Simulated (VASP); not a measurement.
# Al (I4/mmm) in VASP: further runs

Al is run at these levels: PBE+D3(BJ); tasks: single point.

Program: VASP 6.6.1. These are calculated values, not measurements. Logs are shortened: lines on timing, memory, paths and dates and some standing lists are left out, and cuts for length are marked.

### Step 1. The cell of the first run

The structure is tetragonal, space group I4/mmm (No. 139). The conventional cell has a = 2.862 Å, b = 2.862 Å, c = 3.805 Å, α = 90.00°, β = 90.00°, γ = 90.00°. Al (site symmetry 4/mmm) has 12 Al at 2.78 to 2.86 Å within 3.7 Å.

### Step 2. Single point, PBE+D3(BJ) (strain -0.0600 x Voigt [0, 0, 1, 0, 0, 0])

INCAR reads:

```
SYSTEM = Al
PREC = Accurate
ENCUT = 520
EDIFF = 1E-6
ISMEAR = 0
SIGMA = 0.15
LREAL = .FALSE.
LASPH = .TRUE.
NELM = 100
ALGO = Normal
ISIF = 2
LWAVE = .FALSE.
LCHARG = .TRUE.
GGA = PE
IVDW = 12
LELF = .TRUE.
LVHAR = .TRUE.
NBANDS = 8
```

KPOINTS reads:

```
Automatic mesh
0
G
  20 20 20
  0 0 0
```

POSCAR reads:

```
Al
1.0
    0.0000000000      2.0239800000      1.9025412000
    2.0239800000      0.0000000000      1.9025412000
    2.0239800000      2.0239800000      0.0000000000
Al
1
Direct
    0.0000000000      0.0000000000      0.0000000000
```

Potentials or basis: VASP PAW PBE potentials, release 64 (Al).

Run with:

```sh
> cat potpaw_PBE.64/Al/POTCAR > POTCAR
> mpirun -np 1 vasp_std > vasp.out
```

OUTCAR:

```text
SYSTEM = Al
   PREC = Accurate
   ENCUT = 520
   EDIFF = 1E-6
   ISMEAR = 0
   LREAL = .FALSE.
   LASPH = .TRUE.
   NELM = 100
   ISIF = 2
   GGA = PE
   IVDW = 12
 IVDW          = 12

 ion  position               nearest neighbor table
   1  0.000  0.000  0.000-

  LATTYP: Found a body centered tetragonal cell.
 ALAT       =     2.8623399660
 C/A-ratio  =     1.3293607486

  Lattice vectors:

 A1 = (   0.0000000000,  -2.0239800000,  -1.9025412000)
 A2 = (   0.0000000000,   2.0239800000,  -1.9025412000)
 A3 = (   2.0239800000,   0.0000000000,   1.9025412000)

Analysis of symmetry for initial positions (statically):
=====================================================================
 Subroutine PRICEL returns:
 Original cell was already a primitive cell.

 Routine SETGRP: Setting up the symmetry group for a
 body centered tetragonal supercell.

 Subroutine GETGRP returns: Found 16 space group operations
 (whereof 16 operations were pure point group operations)
 out of a pool of 16 trial point group operations.

The static configuration has the point symmetry D_4h.

Analysis of symmetry for dynamics (positions and initial velocities):
=====================================================================
 Subroutine PRICEL returns:
 Original cell was already a primitive cell.

 Routine SETGRP: Setting up the symmetry group for a
 body centered tetragonal supercell.

 Subroutine GETGRP returns: Found 16 space group operations
 (whereof 16 operations were pure point group operations)
 out of a pool of 16 trial point group operations.

The dynamic configuration has the point symmetry D_4h.

 Subroutine INISYM returns: Found 16 space group operations
 (whereof 16 operations are pure point group operations),
 and found     1 'primitive' translations

----------------------------------------------------------------------------------------

                                     Primitive cell

  volume of cell :      15.5875

  direct lattice vectors                    reciprocal lattice vectors
     0.000000000  2.023980000  1.902541200    -0.247038014  0.247038014  0.262806398
     2.023980000  0.000000000  1.902541200     0.247038014 -0.247038014  0.262806398
     2.023980000  2.023980000  0.000000000     0.247038014  0.247038014 -0.262806398

  length of vectors
     2.777797339  2.777797339  2.862339966     0.437175896  0.437175896  0.437175896

  position of ions in fractional coordinates (direct lattice)
     0.000000000  0.000000000  0.000000000

  ion indices of the primitive-cell ions
   primitive index   ion index
                 1           1

----------------------------------------------------------------------------------------

 KPOINTS: Automatic mesh

Automatic generation of k-mesh.
 Grid dimensions read from file:
 generate k-points for:   20   20   20

 Generating k-lattice:

  Cartesian coordinates                     Fractional coordinates (reciprocal lattice)
    -0.012351901  0.012351901  0.013140320     0.050000000  0.000000000  0.000000000
     0.012351901 -0.012351901  0.013140320     0.000000000  0.050000000  0.000000000
     0.012351901  0.012351901 -0.013140320    -0.000000000 -0.000000000  0.050000000

  Length of vectors
     0.021858795  0.021858795  0.021858795

  Shift w.r.t. Gamma in fractional coordinates (k-lattice)
     0.000000000  0.000000000  0.000000000

 Subroutine IBZKPT returns following result:
 ===========================================

 Found    641 irreducible k-points:

 Following reciprocal coordinates:
            Coordinates               Weight
  0.000000  0.000000  0.000000      1.000000
  0.050000  0.000000  0.000000      8.000000
  0.100000  0.000000  0.000000      8.000000
  0.150000  0.000000  0.000000      8.000000
  0.200000  0.000000  0.000000      8.000000
  0.250000  0.000000  0.000000      8.000000
[... 16 lines left out ...]
 -0.400000  0.050000  0.000000      8.000000
 -0.350000  0.050000  0.000000      8.000000
 [... further k-points ...]
   k-points           NKPTS =    641   k-points in BZ     NKDIM =    641   number of bands    NBANDS=      8
   number of dos      NEDOS =    301   number of ions     NIONS =      1
   total plane-waves  NPLWV =  13824
   dimension x,y,z NGX =    24 NGY =   24 NGZ =   24
   dimension x,y,z NGXF=    48 NGYF=   48 NGZF=   48
   ions per type =               1
   NGX,Y,Z   is equivalent  to a cutoff of  14.36, 14.36, 13.94 a.u.
   NGXF,Y,Z  is equivalent  to a cutoff of  28.73, 28.73, 27.88 a.u.
 SYSTEM =  Al
   PREC   = accura    normal or accurate (medium, high low for compatibility)
   ISTART =      0    job   : 0-new  1-cont  2-samecut
   ICHARG =      2    charge: 1-file 2-atom 10-const
   ISPIN  =      1    spin polarized calculation?
   LNONCOLLINEAR =      F non collinear calculations
   LSORBIT =      F    spin-orbit coupling
   LASPH  =      T    aspherical Exc in radial PAW
   ENCUT  =  520.0 eV  38.22 Ry    6.18 a.u.   5.16  5.16  5.32*2*pi/ulx,y,z
   NELM   =    100;   NELMIN=  2; NELMDL= -5     # of ELM steps
   EDIFF  = 0.1E-05   stopping-criterion for ELM
   LREAL  =      F    real-space projection
   EDIFFG = 0.1E-04   stopping-criterion for IOM
   NSW    =      0    number of steps for IOM
   IBRION =     -1    ionic relax: 0-MD 1-quasi-New 2-CG
   NFREE  =      0    steps in history (QN), initial steepest desc. (CG)
   ISIF   =      2    stress and relaxation
   ISYM   =      2    0-nonsym 1-usesym 2-fastsym
   POTIM  = 0.5000    time-step for ionic-motion
   TEBEG  =    0.0;   TEEND  =   0.0 temperature during run
   PSTRESS=    0.0 pullay stress
   NELECT =       3.0000    total number of electrons
   NUPDOWN=      -1.0000    fix difference up-down
   EMIN   =  10.00;   EMAX   =-10.00  energy-range for DOS
   EFERMI =   0.00;   METHOD = LEGACY
   ISMEAR =     0;   SIGMA  =   0.15  broadening in eV -4-tet -1-fermi 0-gaus
   EFERMI_NEDOS =   21; number of points for ismear=-14 and -15
   IALGO  =     38    algorithm
   IMIX   =      4    mixing-type and parameters
     AMIX     =   0.40;   BMIX     =  1.00
     AMIX_MAG =   1.60;   BMIX_MAG =  1.00
  volume/ion in A,a.u.               =      15.59       105.19
  Fermi-wavevector in a.u.,A,eV,Ry     =   0.945199  1.786166 12.155451  0.893400
  Thomas-Fermi vector in A             =   2.073077
   LORBIT       =      0    0 simple, 1 ext, 2 COOP (PROOUT), +10 PAW based schemes
   GGA     = PE    functional components
   LHFCALC =     F    Hartree Fock is set to
   AEXX    =    0.0000 exact exchange contribution
   IVDW    =    12    specifies the selected vdW correction
   LEPSILON=     F    determine dielectric tensor
   LRPA    =     F    only Hartree local field effects (RPA)
 non-spin polarized calculation
 Gauss-broadening in eV      SIGMA  =   0.15
  energy-cutoff  :      520.00
  volume of cell :       15.59
 maximum number of plane-waves:       439
 NGX is ok and might be reduce to    24
   NGX = 11   NGY = 11   NGZ = 11

 number of electron       3.0000000 magnetization

 Free energy of the ion-electron system (eV)
  ---------------------------------------------------
  ext. energy  EPLUGINS =         0.00000000
  ---------------------------------------------------
  free energy    TOTEN  =        -3.72764933 eV

  energy without entropy =       -3.72355701  energy(sigma->0) =       -3.72560317

 E-fermi :   8.5994     XC(G=0): -10.4042

 val. band max:        8.5928377014   @ k =  -0.4000   0.4000   0.2000
 cond. band min:       8.5999271179   @ k =   0.4000   0.1000   0.0500
 fundamental gap:      0.0070894165
 Fermi energy:         8.5993871182

 k-point     1 :       0.0000    0.0000    0.0000
  band No.  band energies     occupation
      1      -2.9265      2.00000
      2      21.3727      0.00000
      3      21.3727      0.00000
      4      22.0473      0.00000
      5      23.3685      0.00000
      6      23.5819      0.00000
      7      23.5819      0.00000
      8      25.5543      0.00000

 k-point     2 :       0.0500    0.0000    0.0000
  band No.  band energies     occupation
      1      -2.8558      2.00000
      2      20.2667      0.00000
      3      21.1382      0.00000
      4      21.6508      0.00000
      5      23.7104      0.00000
      6      23.9206      0.00000
      7      24.0189      0.00000
      8      26.3361      0.00000

 k-point     3 :       0.1000    0.0000    0.0000
  band No.  band energies     occupation
      1      -2.6439      2.00000
      2      18.2666      0.00000
      3      20.6731      0.00000
      4      21.2172      0.00000
      5      24.0180      0.00000
      6      24.4940      0.00000
      7      24.6403      0.00000
      8      26.1931      0.00000

 k-point     4 :       0.1500    0.0000    0.0000
  band No.  band energies     occupation
      1      -2.2915      2.00000
      2      16.1855      0.00000
      3      20.2074      0.00000
      4      20.8359      0.00000
      5      23.8847      0.00000
      6      24.7100      0.00000
      7      25.3148      0.00000
      8      26.1354      0.00000

 k-point     5 :       0.2000    0.0000    0.0000
  band No.  band energies     occupation
      1      -1.7997      2.00000
      2      14.1474      0.00000
      3      19.8159      0.00000
      4      20.5408      0.00000
      5      23.7140      0.00000
      6      23.8158      0.00000
      7      25.3307      0.00000
      8      26.7810      0.00000
[... 177 lines left out ...]
 k-point    22 :      -0.4500    0.0500    0.0000
  band No.  band energies     occupation
      1       3.0810      2.00000
      2       5.0644      2.00000
      3      18.9537      0.00000
      4      19.7513      0.00000
      5      20.7258      0.00000
      6      20.8973      0.00000
      7      24.3063      0.00000
      8      26.7566      0.00000

 k-point    23 :      -0.4000    0.0500    0.0000
  band No.  band energies     occupation
      1       1.8958      2.00000
      2       6.5498      2.00000
      3      19.4102      0.00000
      4      19.4372      0.00000
      5      20.5306      0.00000
      6      21.3937      0.00000
      7      24.0294      0.00000
      8      27.4525      0.00000

 k-point    24 :      -0.3500    0.0500    0.0000
  band No.  band energies     occupation
      1       0.8311      2.00000
      2       8.1593      1.99997
      3      19.1748      0.00000
      4      20.0384      0.00000
      5      20.4516      0.00000
      6      22.0115      0.00000
      7      23.8822      0.00000
      8      28.2406      0.00000

 [... further k-points ...]

------------------------ aborting loop because EDIFF is reached ----------------------------------------

 Edisp (eV)   -0.35680

 E8    (eV) :    -0.1597

  FORCE on cell =-STRESS in cart. coord.  units (eV):
  Direction    XX          YY          ZZ          XY          YZ          ZX
  --------------------------------------------------------------------------------------
  -------------------------------------------------------------------------------------
  Total       0.00291     0.00291     0.41587     0.00000     0.00000    -0.00000
  in kB       0.29878     0.29878    42.74602     0.00000     0.00000    -0.00000
  external pressure =       14.45 kB  Pullay stress =        0.00 kB

 VOLUME and BASIS-vectors are now :
 -----------------------------------------------------------------------------
  energy-cutoff  :      520.00
  volume of cell :       15.59
      direct lattice vectors                 reciprocal lattice vectors
     0.000000000  2.023980000  1.902541200    -0.247038014  0.247038014  0.262806398
     2.023980000  0.000000000  1.902541200     0.247038014 -0.247038014  0.262806398
     2.023980000  2.023980000  0.000000000     0.247038014  0.247038014 -0.262806398

 POSITION                                       TOTAL-FORCE (eV/Angst)
 -----------------------------------------------------------------------------------
      0.00000      0.00000      0.00000         0.000000     -0.000000      0.000000
 -----------------------------------------------------------------------------------
    total drift:                               -0.000000      0.000000     -0.000000

  FREE ENERGIE OF THE ION-ELECTRON SYSTEM (eV)
  ---------------------------------------------------
  free  energy   TOTEN  =        -4.0844500394 eV

  energy  without entropy=       -4.0803577217  energy(sigma->0) =       -4.08240388
```

Run time: 59 s. Hardware: 1 thread of Intel Xeon 6975P-C, shared host; peak memory 0.2 GiB.

Results:

```
Free energy                : -4.0845 eV
Pressure                   : 1.4 GPa
Dispersion energy per atom : -0.357 eV
```

Stress tensor (GPa, compression positive):
```
0.03 0.00 0.00
0.00 0.03 0.00
0.00 0.00 4.27
```

Caveat: the cell differs from its parent crystal (strain -0.0600 x Voigt [0, 0, 1, 0, 0, 0]); pairwise dispersion overbinds metals, which lowers pressure and volume.

### Step 3. Single point, PBE+D3(BJ) (strain -0.0450 x Voigt [0, 0, 1, 0, 0, 0])

INCAR reads:

```
ALGO = Fast
EDIFF = 1E-7
ENCUT = 520
GGA = PE
ISIF = 2
ISMEAR = 0
IVDW = 12
LASPH = True
LCHARG = True
LELF = True
LREAL = False
LVHAR = True
LWAVE = False
NBANDS = 8
NELM = 60
PREC = Accurate
SIGMA = 0.15
```

KPOINTS reads:

```
k-points
0
Gamma
  20 20 20
```

POSCAR reads:

```
Al
1.0
    0.0000000000      2.0239800000      1.9329009000
    2.0239800000      0.0000000000      1.9329009000
    2.0239800000      2.0239800000      0.0000000000
Al
1
Direct
    0.0000000000      0.0000000000      0.0000000000
```

Potentials or basis: VASP PAW PBE potentials, release 64 (Al).

Run with:

```sh
> cat potpaw_PBE.64/Al/POTCAR > POTCAR
> mpirun -np 1 vasp_std > vasp.out
```

OUTCAR:

```text
EDIFF = 1E-7
   ENCUT = 520
   GGA = PE
   ISIF = 2
   ISMEAR = 0
   IVDW = 12
   LASPH = True
   LREAL = False
   NELM = 60
   PREC = Accurate
 IVDW          = 12

 ion  position               nearest neighbor table
   1  0.000  0.000  0.000-

  LATTYP: Found a body centered tetragonal cell.
 ALAT       =     2.8623399660
 C/A-ratio  =     1.3505739521

  Lattice vectors:

 A1 = (   0.0000000000,  -2.0239800000,  -1.9329009000)
 A2 = (   0.0000000000,   2.0239800000,  -1.9329009000)
 A3 = (   2.0239800000,   0.0000000000,   1.9329009000)

Analysis of symmetry for initial positions (statically):
=====================================================================
 Subroutine PRICEL returns:
 Original cell was already a primitive cell.

 Routine SETGRP: Setting up the symmetry group for a
 body centered tetragonal supercell.

 Subroutine GETGRP returns: Found 16 space group operations
 (whereof 16 operations were pure point group operations)
 out of a pool of 16 trial point group operations.

The static configuration has the point symmetry D_4h.

[... 163 lines left out ...]
 cond. band min:       8.4484795938   @ k =  -0.3000   0.2000   0.5000
 fundamental gap:      0.0066996923
 Fermi energy:         8.4426837445

 k-point     1 :       0.0000    0.0000    0.0000
  band No.  band energies     occupation
      1      -2.9860      2.00000
      2      21.1454      0.00000
      3      21.1454      0.00000
      4      21.6468      0.00000
      5      23.0045      0.00000
      6      23.1616      0.00000
      7      23.1616      0.00000
      8      25.2361      0.00000
[... 243 lines left out ...]
 k-point    24 :      -0.3500    0.0500    0.0000
  band No.  band energies     occupation
      1       0.7449      2.00000
      2       7.9578      2.00000
      3      18.6672      0.00000
      4      19.9815      0.00000
      5      20.2751      0.00000
      6      21.8324      0.00000
      7      23.5925      0.00000
      8      27.4454      0.00000

 [... further k-points ...]

------------------------ aborting loop because EDIFF is reached ----------------------------------------

 Edisp (eV)   -0.35098

 E8    (eV) :    -0.1570

  FORCE on cell =-STRESS in cart. coord.  units (eV):
  Direction    XX          YY          ZZ          XY          YZ          ZX
  --------------------------------------------------------------------------------------
  -------------------------------------------------------------------------------------
  Total      -0.10117    -0.10117     0.17018     0.00000     0.00000     0.00000
  in kB     -10.23557   -10.23557    17.21747     0.00000     0.00000     0.00000
  external pressure =       -1.08 kB  Pullay stress =        0.00 kB

 VOLUME and BASIS-vectors are now :
 -----------------------------------------------------------------------------
  energy-cutoff  :      520.00
  volume of cell :       15.84
      direct lattice vectors                 reciprocal lattice vectors
     0.000000000  2.023980000  1.932900900    -0.247038014  0.247038014  0.258678549
     2.023980000  0.000000000  1.932900900     0.247038014 -0.247038014  0.258678549
     2.023980000  2.023980000  0.000000000     0.247038014  0.247038014 -0.258678549

 POSITION                                       TOTAL-FORCE (eV/Angst)
 -----------------------------------------------------------------------------------
      0.00000      0.00000      0.00000         0.000000      0.000000      0.000000
 -----------------------------------------------------------------------------------
    total drift:                                0.000000      0.000000      0.000000

  FREE ENERGIE OF THE ION-ELECTRON SYSTEM (eV)
  ---------------------------------------------------
  free  energy   TOTEN  =        -4.0891365871 eV

  energy  without entropy=       -4.0851672716  energy(sigma->0) =       -4.08715193
```

It took 75 s on 1 thread of Intel Xeon 6975P-C, shared host; peak memory 0.2 GiB.

What came out:

```yaml
Free_energy: -4.0891 eV
Pressure: -0.1 GPa
Dispersion_energy_per_atom: -0.351 eV
```

Caveat: the cell differs from its parent crystal (strain -0.0450 x Voigt [0, 0, 1, 0, 0, 0]); pairwise dispersion overbinds metals, which lowers pressure and volume.
